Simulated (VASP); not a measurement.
CdTeSe4:

```xyz
6
Lattice="0.0000 4.1552 4.1552 4.1552 0.0000 4.1552 4.1552 4.1552 0.0000" Properties=species:S:1:pos:R:3 pbc="T T T"
Cd    0.0000    0.0000    0.0000
Te    2.0776    2.0776    2.0776
Se    3.1188    3.1188    5.1915
Se    3.1188    5.1915    3.1188
Se    5.1915    3.1188    3.1188
Se    5.1915    5.1915    5.1915
```

| Property | Result |
| --- | --- |
| Program | VASP 6.6.1 |
| Task | relaxation of cell and atoms |
| Functional | PBE |
| Potentials or basis | VASP PAW PBE potentials, release 64 (Cd, Te, Se) |
| Cutoff | 600 eV |
| k mesh | 8 × 8 × 8 |
| Occupations | gaussian, width 0.1 eV |
| Spin | no spin polarisation |

At the start: pressure -0.9 GPa; volume 23.91 Å³/atom.

Problem. How do energy, volume and symmetry change on relaxing?

Solution. Over 10 steps the energy falls by 2.8 meV/atom and the volume is 23.53 Å³/atom (-1.6 %); space group F-43m (No. 216, to 0.05 Å).

Step by step:
```
step  energy change (eV)  largest force (eV/Å)  pressure (GPa)  volume (Å³)
   1              0.0000                0.1146           -0.91       143.48
   2             -0.0095                0.1054            0.12       140.68
   3             -0.0095                0.1053            0.13       140.65
   4             -0.0118                0.0871            0.12       140.68
   5             -0.0160                0.0294            0.11       140.79
   6             -0.0114                0.1052            0.26       141.00
   7             -0.0165                0.0024            0.13       140.84
   8             -0.0165                0.0017            0.14       140.84
   9             -0.0164                0.0043           -0.17       141.62
  10             -0.0167                0.0010            0.01       141.18
```

Final structure:
```xyz
6
Lattice="0.0000 4.1328 4.1328 4.1328 0.0000 4.1328 4.1328 4.1328 0.0000" Properties=species:S:1:pos:R:3 pbc="T T T"
Cd    0.0000    0.0000    0.0000
Te    2.0664    2.0664    2.0664
Se    3.0803    3.0803    5.1853
Se    3.0803    5.1853    3.0803
Se    5.1853    3.0803    3.0803
Se    5.1853    5.1853    5.1853
```
